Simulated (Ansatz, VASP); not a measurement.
## F: VASP beside Ansatz

```
F
1.0
     3.03042   -1.88698   -0.23373
     3.03042    1.88698   -0.23373
    -2.23516    0.00000    7.53884
F
4
Direct
  0.08485 0.08485 0.09400
  0.91515 0.91515 0.90600
  0.50157 0.50157 0.59372
  0.49843 0.49843 0.40628
```

Change from the starting cell: volume 21.062 Å^3 an atom, stretch along a over the lengths across it, relative to the relaxed cell 0.9230.

Alike in both runs: task single point; functional PBEsol; k mesh 4 × 4 × 2; occupations gaussian, width 0.05 eV; no spin polarisation.

|  | VASP | Ansatz |
| --- | --- | --- |
| version | VASP 6.6.1 | Ansatz 0.2.0 |
| potentials or method | VASP PAW PBE potentials, release 64 (F), cutoff 520 eV | scalar-relativistic, plane waves, PAW |
| valence electrons in the cell | 28 | 28 |

```tsv
	VASP	Ansatz	Ansatz less VASP
gap on the k mesh at the Fermi level (eV)	2.32	2.39	+0.065
least direct gap on the mesh (eV)	2.37	2.43	+0.066
pressure (GPa)	-3.8	-4.0	-0.13
traceless stress, the component that is largest in VASP (GPa)	-5.41	-6.38	-0.967
rms of the force components (eV/Å)	0.999	1.175	+0.1756
```

VASP's potentials were made for PBE, not for PBEsol. Atom by atom the forces differ by 0.176 eV/Å (rms over components).

The k mesh is coarse, so the values compare programs but aren't converged.
